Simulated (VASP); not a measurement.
Wanted: the native input for a VASP 6.6.1 run.

```
Task                   : single point
Functional             : PBE
Potentials or basis    : VASP PAW PBE potentials, release 64 (V_sv)
Cutoff                 : 520 eV
k mesh                 : 20 × 20 × 20
Occupations            : gaussian, width 0.05 eV
Spin                   : no spin polarisation
Dipole correction      : no
Further INCAR settings : ALGO = Fast; EDIFF = 1e-06; NBANDS = 12
```

The structure of V lies in POSCAR:

```
V
1.0
   -1.5083085005      1.5083085005      1.5083085005
    1.5083085005     -1.5083085005      1.5083085005
    1.5083085005      1.5083085005     -1.5083085005
V
1
Direct
    0.0000000000      0.0000000000      0.0000000000
```

One way to write it, as run:

INCAR

```
PREC = Accurate
ENCUT = 520
EDIFF = 1E-6
ISMEAR = 0
SIGMA = 0.05
LREAL = F
LASPH = T
NELM = 100
ALGO = Fast
ISIF = 2
LWAVE = F
LCHARG = F
GGA = PE
NBANDS = 12
```

KPOINTS

```
regular mesh
0
Gamma
  20 20 20
```

Potentials or basis: VASP PAW PBE potentials, release 64 (V_sv).

Launch:

```console
$ cat potpaw_PBE.64/V_sv/POTCAR > POTCAR
$ mpirun -np 1 vasp_std > vasp.out
```

Results of the run:

```
Pressure               : -3.3 GPa
Band gap on the k mesh : zero (an odd number of electrons rules out a gap without spin polarisation)
```

Caveat: the cell stands under tension.

It took 46 s on 1 thread of Intel Xeon 8259CL, with other jobs on the host, peak memory 0.15 GiB.
